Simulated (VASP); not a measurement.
A run of VASP 6.6.1 is set up as follows.

Contents of INCAR:

```
SYSTEM = CuO
PREC = Accurate ; ENCUT = 520
EDIFF = 1E-6 ; ISMEAR = -1
SIGMA = 0.05 ; LREAL = .False.
LASPH = .True. ; NELM = 100
ALGO = Normal ; ISIF = 2
LWAVE = .False. ; LCHARG = .True.
GGA = PS ; LELF = .True.
LVHAR = .True. ; NBANDS = 34
```

The input KPOINTS:

```
regular mesh
0
Gamma
  7 7 7
  0 0 0
```

Contents of POSCAR:

```
CuO
1.0
    4.0750071412      0.0000000000      0.0000000000
    0.0000000000      4.0750071412      0.0000000000
    0.0000000000      0.0000000000      3.8440151129
Cu O
3 3
Direct
    0.5000000000      0.0000000000      0.5000000000
    0.0000000000      0.5000000000      0.5000000000
    0.0000000000      0.0000000000      0.0000000000
    0.0000000000      0.0000000000      0.5000000000
    0.5000000000      0.0000000000      0.0000000000
    0.0000000000      0.5000000000      0.0000000000
```

Potentials or basis: VASP PAW PBE potentials, release 64 (Cu, O).

Launch:

```console
$ cat potpaw_PBE.64/Cu/POTCAR potpaw_PBE.64/O/POTCAR > POTCAR
$ mpirun -np 1 vasp_std > vasp.out
```

**Question.** What does it give for the band gap on the k mesh?

**Answer.** Zero (an odd number of electrons rules out a gap without spin polarisation).

**Question.** What does it give for the pressure?

**Answer.** 2.7 GPa.

Stress tensor (GPa, compression positive):
```
2.38 0.00 0.00
0.00 2.38 0.00
0.00 0.00 3.19
```

Caveat: the PAW data sets were made with another functional, which shifts forces and pressure a little; an odd number of electrons without spin polarisation forces a metal; a magnetic or distorted state may lie lower; semilocal functionals often make such compounds metallic where correlation or magnetic order opens a gap, which also shifts bond lengths. With open d or f shells a metallic result of PBEsol can be an artefact of self-interaction; +U or a hybrid may open a gap.
